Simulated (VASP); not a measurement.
Here is a VASP 6.6.1 calculation.

INCAR

```
ALGO = Normal
EDIFF = 1E-6
ENCUT = 520
GGA = PS
ISIF = 2
ISMEAR = 0
LASPH = True
LCHARG = False
LREAL = False
LWAVE = False
NBANDS = 35
NELM = 80
PREC = Accurate
SIGMA = 0.05
```

File KPOINTS:

```
k-points
0
Gamma
  12 12 2
```

The input POSCAR:

```
Te2Mo
1.0
    3.2426147447      0.0599702240     -0.0054058125
   -1.5693716348      2.9629300932      0.1569961228
   -0.0216736290      0.7143102113     13.6803209483
Te Mo
4 2
Direct
    0.3490761903      0.6736519640      0.6197109624
    0.6510691522      0.3148212804      0.1223070374
    0.3415393730      0.6767650963      0.8809426168
    0.6559348096      0.3285173019      0.3746034719
    0.3450831169      0.6798766860      0.2518832670
    0.6572973579      0.3263676713      0.7505526445
```

Potentials or basis: VASP PAW PBE potentials, release 64 (Te, Mo_sv).

Launch:

```console
$ cat potpaw_PBE.64/Te/POTCAR potpaw_PBE.64/Mo_sv/POTCAR > POTCAR
$ mpirun -np 1 vasp_std > vasp.out
```

Question: Estimate the band gap on the k mesh.

Answer: 0.08 eV (least direct gap 0.93 eV).

Question: Estimate the pressure.

Answer: 18.3 GPa.

Question: Predict the largest force.

Answer: 4.188 eV/Å.

Stress tensor (GPa, compression positive):
```
 21.16  -4.08   2.84
 -4.08  13.68 -16.83
  2.84 -16.83  20.16
```

Caveat: the cell differs from its parent crystal (atoms moved at random and the cell strained at random); the cell stands under pressure; the PAW data sets were made with another functional, which shifts forces and pressure a little; spin-orbit coupling is left out, which moves the levels of the heavy elements. A k mesh can miss the band edges.
